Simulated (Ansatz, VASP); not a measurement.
## One calculation of HfSi2O6, two programs

```xyz
9
Lattice="2.6079 -4.9480 0.0000 2.6079 4.9480 0.0000 0.0000 0.0000 6.0196" Properties=species:S:1:pos:R:3 pbc="T T T"
Hf    2.6079    0.0000    0.0000
Si    1.3039   -2.4740    2.0728
Si    1.3039    2.4740    3.9469
O     3.6830   -1.1595    4.8835
O     2.6079    2.7371    3.0098
O     3.6830    1.1595    1.1362
O     1.5327    1.1595    4.8835
O     2.6079   -2.7371    3.0098
O     1.5327   -1.1595    1.1362
```

Alike in both runs: functional PBE; k mesh 6 × 6 × 4; occupations gaussian, width 0.02 eV; no spin polarisation.

Ansatz relaxed the structure, and its values are those at the end. VASP's run is a single point on that final structure, the one shown.

|  | VASP | Ansatz |
| --- | --- | --- |
| version | VASP 6.6.1 | Ansatz 0.2.0 |
| potentials or method | VASP PAW PBE potentials, release 64 (Hf_pv, Si, O), cutoff 520 eV | scalar-relativistic, plane waves, PAW |
| valence electrons in the cell | 54 | 70 |

```csv
,VASP,Ansatz,Ansatz less VASP
gap on the k mesh at the Fermi level (eV),4.94,4.94,+0.001
least direct gap on the mesh (eV),5.17,5.18,+0.011
pressure (GPa),-0.4,0.0,+0.37
rms of the force components (eV/Å),0.076,0.002,-0.0738
```

The functional is the same, so the differences come from potentials, cutoffs and numerics. VASP's potentials hold 54 valence electrons a cell and Ansatz's 70, so a difference there can come from the potentials and not from the codes.

Neither program's run includes spin-orbit coupling.
